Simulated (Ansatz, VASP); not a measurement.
**ScAl: VASP beside Ansatz**

File INCAR:

```
SYSTEM = ScAl
PREC     = Accurate       ! precision mode
ENCUT    = 520            ! plane-wave cutoff, eV
EDIFF    = 1E-6           ! SCF threshold, eV
ISMEAR   = 0              ! smearing method
SIGMA    = 0.05           ! smearing width, eV
LREAL    = .FALSE.        ! projectors in reciprocal space
LASPH    = .TRUE.         ! aspherical terms in the spheres
NELM     = 80             ! most SCF steps
ALGO     = Normal         ! electronic algorithm
ISIF     = 2              ! what is computed and relaxed
LWAVE    = .FALSE.        ! write WAVECAR
LCHARG   = .FALSE.        ! write CHGCAR
GGA      = CA             ! functional
NBANDS   = 22             ! bands
```

KPOINTS

```
regular mesh
0
G
  10 10 10
  0 0 0
```

POSCAR

```
ScAl
1.0
    2.1633990000     -5.2502190000      0.0000000000
    2.1633990000      5.2502190000      0.0000000000
    0.0000000000      0.0000000000      3.7712920000
Sc Al
2 2
Direct
    0.8646810000      0.1353190000      0.7500000000
    0.1353190000      0.8646810000      0.2500000000
    0.5845050000      0.4154950000      0.7500000000
    0.4154950000      0.5845050000      0.2500000000
```

Input for Ansatz:

```yaml
crystal:
  lattice:
    - [2.163399, -5.250219, 0.0]
    - [2.163399, 5.250219, 0.0]
    - [0.0, 0.0, 3.771292]
  atoms:
    - { symbol: Sc, position: [0.864681, 0.135319, 0.75] }
    - { symbol: Sc, position: [0.135319, 0.864681, 0.25] }
    - { symbol: Al, position: [0.584505, 0.415495, 0.75] }
    - { symbol: Al, position: [0.415495, 0.584505, 0.25] }
basis:
  ecutwfc: 420
kpoints:
  mp_grid: { grid: [10, 10, 10] }
hamiltonian:
  xc: lda
scf:
  occupations: { method: gaussian, width: 0.05 }
output:
  forces: true
  eigenvalues: true
  eigenstates:
    nscf_kmesh: { grid: [18, 18, 20] }
    top_band: c6
    de_dk: true
    localisation: true
  stress: true
checkpoint:
  write: ck
  compress: false
  write_wavefunctions: false
  write_every: 100000
```

Alike in both runs: task single point; functional LDA; k mesh 10 × 10 × 10; occupations gaussian, width 0.05 eV; no spin polarisation.

```csv
,VASP,Ansatz
version,VASP 6.6.1,Ansatz 0.2.0
potentials or method,"VASP PAW LDA potentials, release 64 (Sc_sv, Al), cutoff 520 eV","scalar-relativistic, plane waves, PAW"
valence electrons in the cell,28,28
```

Ansatz gave:

| Item | Value |
| --- | --- |
| pressure (GPa) | -4.3 |
| traceless stress, the component that is largest in VASP (GPa) | -0.77 |
| rms of the force components (eV/Å) | 0.030 |

Task: Estimate VASP's values.

Result: Pressure (GPa): -4.2; traceless stress, the component that is largest in VASP (GPa): -0.76; rms of the force components (eV/Å): 0.029.

LDA's correlation is that of Perdew and Zunger in VASP and of Perdew and Wang (1992) in Ansatz. Atom by atom the forces differ by 0.002 eV/Å (rms over components).
